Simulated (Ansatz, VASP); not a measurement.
# Two plane-wave programs on F

```xyz
4
Lattice="3.1573 -1.8146 -0.2435 3.1573 1.8146 -0.2435 -2.3741 0.0000 7.2670" Properties=species:S:1:pos:R:3 pbc="T T T"
F     0.3505    0.0000    0.5256
F     3.5900    0.0000    6.2544
F     1.7577    0.0000    4.0703
F     2.1829    0.0000    2.7097
```

Alike in both runs: task single point; functional PBEsol; k mesh 4 × 4 × 2; occupations gaussian, width 0.05 eV; no spin polarisation.

|  | VASP | Ansatz |
| --- | --- | --- |
| version | VASP 6.6.1 | Ansatz 0.2.0 |
| potentials or method | VASP PAW PBE potentials, release 64 (F), cutoff 520 eV | scalar-relativistic, plane waves, PAW |
| valence electrons in the cell | 28 | 28 |

VASP gave:

- gap on the k mesh at the Fermi level (eV): 2.45
- least direct gap on the mesh (eV): 2.50
- pressure (GPa): 6.4
- traceless stress, the component that is largest in VASP (GPa): 10.60
- rms of the force components (eV/Å): 3.604

Estimate Ansatz's values.

gap on the k mesh at the Fermi level (eV): 2.51; least direct gap on the mesh (eV): 2.55; pressure (GPa): 5.6; traceless stress, the component that is largest in VASP (GPa): 9.65; rms of the force components (eV/Å): 3.170.

VASP's potentials were made for PBE, not for PBEsol. Atom by atom the forces differ by 0.475 eV/Å (rms over components). The functional is the same, so the differences come from potentials, cutoffs and numerics.

The k mesh is coarse, so the values compare programs but aren't converged.
